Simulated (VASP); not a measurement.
HoSiI4, 6 atoms in the cell. Symmetry: R3m, No. 160, trigonal system. Conventional cell: a = 9.408 Å, b = 9.408 Å, c = 10.050 Å, α = 90.00°, β = 90.00°, γ = 120.00°. Within 3.6 Å of Ho (site symmetry 3m) lie 1 Si at 2.75 Å and 6 I at 2.99 to 3.39 Å. Si (site symmetry 3m) has 4 I at 2.43 to 3.12 Å and 1 Ho at 2.75 Å within 3.2 Å. Within 3.9 Å of I (site symmetry m) lie 2 Ho at 2.99 to 3.39 Å and 1 Si at 3.12 Å. I (site symmetry 3m) has 1 Si at 2.43 Å within 3.2 Å. The cell was built from a structure type or drawn by symmetry, and may not be a known phase.

```yaml
Program: VASP 6.6.1
Task: single point
Functional: PBE
Potentials_or_basis: VASP PAW PBE potentials, release 64 (Ho_3, Si, I), 4f in core
Cutoff: 500 eV
k_mesh: 3 × 3 × 3
Occupations: gaussian, width 0.2 eV
Spin: no spin polarisation
Dipole_correction: no
Mended: yes
Further_INCAR_settings: ALGO = Normal; EDIFF = 1e-06; NBANDS = 30
```

Potentials or basis: VASP PAW PBE potentials, release 64 (Ho_3, Si, I), 4f in core.

Launch:

```console
$ cat potpaw_PBE.64/Ho_3/POTCAR potpaw_PBE.64/Si/POTCAR potpaw_PBE.64/I/POTCAR > POTCAR
$ mpirun -np 1 vasp_std > vasp.out
```

Hardware: 1 thread of Intel(R) Xeon(R) 6975P-C (Granite Rapids), on a shared host.

Task: How long does it take, and how much memory?

Result: Wall time 39 s on 1 thread of Intel(R) Xeon(R) 6975P-C (Granite Rapids), on a shared host, peak memory 0.33 GiB. Counts: scf iterations 15, k points 6.
